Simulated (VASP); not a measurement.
Set up this calculation in VASP 6.6.1, as the native input.

```
Task                   : relaxation of shape and atoms at fixed volume
Functional             : PBE
Dispersion             : D3(BJ)
Potentials or basis    : VASP PAW PBE potentials, release 64 (P)
Cutoff                 : 600 eV
k mesh                 : 18 × 18 × 18
Occupations            : gaussian, width 0.05 eV
Spin                   : no spin polarisation
Dipole correction      : no
Further INCAR settings : ALGO = Normal; EDIFF = 1e-06; IBRION = 2; EDIFFG = -0.01; NSW = 60; ISIF = 4
```

The structure of P lies in POSCAR:

```
P
1.0
    1.4947192947      0.8629765871      2.4411600986
   -1.4947192947      0.8629765871      2.4411600986
    0.0000000000     -1.7259531744      2.4411600985
P
2
Direct
    0.2499281154      0.2499281154      0.2499281154
    0.7500718846      0.7500718846      0.7500718846
```

This isn't the form of P at room conditions, which is orthorhombic.

The input as run:

INCAR

```
  PREC = Accurate
  ENCUT = 600
  EDIFF = 1E-6
  ISMEAR = 0
  SIGMA = 0.05
  LREAL = False
  LASPH = True
  NELM = 60
  ALGO = Normal
  ISIF = 4
  LWAVE = False
  LCHARG = False
  GGA = PE
  IVDW = 12
  IBRION = 2
  NSW = 60
  EDIFFG = -0.01
```

KPOINTS

```
regular mesh
0
Gamma
  18 18 18
```

Potentials or basis: VASP PAW PBE potentials, release 64 (P).

Run with:

```sh
$ cat potpaw_PBE.64/P/POTCAR > POTCAR
$ mpirun -np 1 vasp_std > vasp.out
```

Results of the run:

```
Energy gained by relaxing  : 0.0 meV/atom
Ionic steps                : 2
Pressure after relaxing    : 113.0 GPa
Band gap on the k mesh     : zero (bands 5 and 6 overlap by 5.46 eV)
Dispersion energy per atom : -0.750 eV
```

Run time: 110 s on 1 thread of AMD EPYC 7R43 64-Core Processor (Zen 3) (shared host), peak memory 0.18 GiB.
